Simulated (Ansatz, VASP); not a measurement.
CuF: VASP beside Ansatz

The input INCAR:

```
  ALGO = Normal
  EDIFF = 1E-6
  ENCUT = 520
  GGA = PE
  ISIF = 2
  ISMEAR = -1
  LASPH = T
  LCHARG = T
  LELF = T
  LREAL = F
  LVHAR = T
  LWAVE = F
  NBANDS = 16
  NELM = 60
  PREC = Accurate
  SIGMA = 0.02
```

File KPOINTS:

```
k-points
0
Gamma
  8 8 8
```

The input POSCAR:

```
CuF
1.0
    2.7366511880      0.0000000000      0.0000000000
    0.0000000000      2.7366511880      0.0000000000
    0.0000000000      0.0000000000      2.7366511880
Cu F
1 1
Direct
    0.0000000000      0.0000000000      0.0000000000
    0.5000000000      0.5000000000      0.5000000000
```

Input for Ansatz:

```yaml
crystal:
  lattice:
    - [2.736651188, 0.0, 0.0]
    - [0.0, 2.736651188, 0.0]
    - [0.0, 0.0, 2.736651188]
  atoms:
    - { symbol: Cu, position: [0.0, 0.0, 0.0] }
    - { symbol: F, position: [0.5, 0.5, 0.5] }
kpoints:
  mp_grid: { grid: [8, 8, 8] }
hamiltonian:
  xc: pbe
scf:
  occupations: { method: fermi_dirac, width: 0.02 }
  n_extra_bands: 4
output:
  forces: true
  stress: true
  eigenvalues: true
```

Alike in both runs: task single point; functional PBE; k mesh 8 × 8 × 8; occupations fermi-dirac, width 0.02 eV; no spin polarisation.

|  | VASP | Ansatz |
| --- | --- | --- |
| version | VASP 6.6.1 | Ansatz 0.2.0 |
| potentials or method | VASP PAW PBE potentials, release 64 (Cu, F) | plane waves, PAW |
| plane-wave cutoff (eV) | 520 | 420 |
| valence electrons in the cell | 18 | 26 |

Ansatz gave:

| Quantity | Value |
| --- | --- |
| pressure (GPa) | 6.9 |

Problem. Which values does VASP return?

Solution. Pressure (GPa): 6.7.

VASP's potentials hold 18 valence electrons a cell and Ansatz's 26, so a difference there can come from the potentials and not from the codes.
